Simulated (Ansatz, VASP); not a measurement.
## GaGe: VASP beside Ansatz

```
Ga Ge
1.0
     0.00000    2.69683    2.69683
     2.69683    0.00000    2.69683
     2.69683    2.69683    0.00000
Ga Ge
1 1
Direct
  0.75000 0.75000 0.75000
  0.00000 0.00000 0.00000
```

Alike in both runs: task single point; functional PBE; k mesh 4 × 4 × 4; occupations gaussian, width 0.0054 eV; no spin polarisation.

```csv
,VASP,Ansatz
version,VASP 6.6.1,Ansatz 0.2.0
potentials or method,"VASP PAW PBE potentials, release 64 (Ga_d, Ge_d), cutoff 500 eV","scalar-relativistic, plane waves, PAW"
valence electrons in the cell,27,27
```

```csv
,VASP,Ansatz,Ansatz less VASP
gap on the k mesh at the Fermi level (eV),none,none,-
pressure (GPa),17.4,17.4,-0.01
```

A gap of «none» marks a metal or a gap that the smearing closes. Ansatz's warnings: stress scf threshold loose.

The k mesh is coarse, so the values compare programs but aren't converged.
